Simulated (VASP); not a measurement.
A run of VASP 6.6.1 is set up as follows.

The input INCAR:

```
PREC     = Accurate       # precision mode
ENCUT    = 520            # plane-wave cutoff, eV
EDIFF    = 1E-6           # SCF threshold, eV
ISMEAR   = 0              # smearing method
SIGMA    = 0.1            # smearing width, eV
LREAL    = F              # projectors in reciprocal space
LASPH    = T              # aspherical terms in the spheres
NELM     = 100            # most SCF steps
ALGO     = Fast           # electronic algorithm
ISIF     = 2              # what is computed and relaxed
LWAVE    = F              # write WAVECAR
LCHARG   = T              # write CHGCAR
GGA      = PE             # functional
LELF     = T              # ELF
LVHAR    = T            
NBANDS   = 13             # bands
```

The input KPOINTS:

```
Automatic mesh
0
Gamma
  12 12 12
```

File POSCAR:

```
Pb
1.0
    3.5652333027      0.0000000000      0.0000000000
   -1.7826166514      3.0875826106      0.0000000000
    1.7826166514      1.0291942035      2.9110008019
Pb
1
Direct
    0.0000000000      0.0000000000      0.0000000000
```

Potentials or basis: VASP PAW PBE potentials, release 64 (Pb_d).

Command:

```sh
$ cat potpaw_PBE.64/Pb_d/POTCAR > POTCAR
$ mpirun -np 1 vasp_std > vasp.out
```

Problem. What does it give for the band gap on the k mesh?

Solution. Zero (band 7 reaches 13.67 eV, above the bottom of band 8 at 5.25 eV).

Problem. What does it give for the pressure?

Solution. 0.2 GPa.

Caveat: spin-orbit coupling is left out, which moves the levels of the heavy elements.
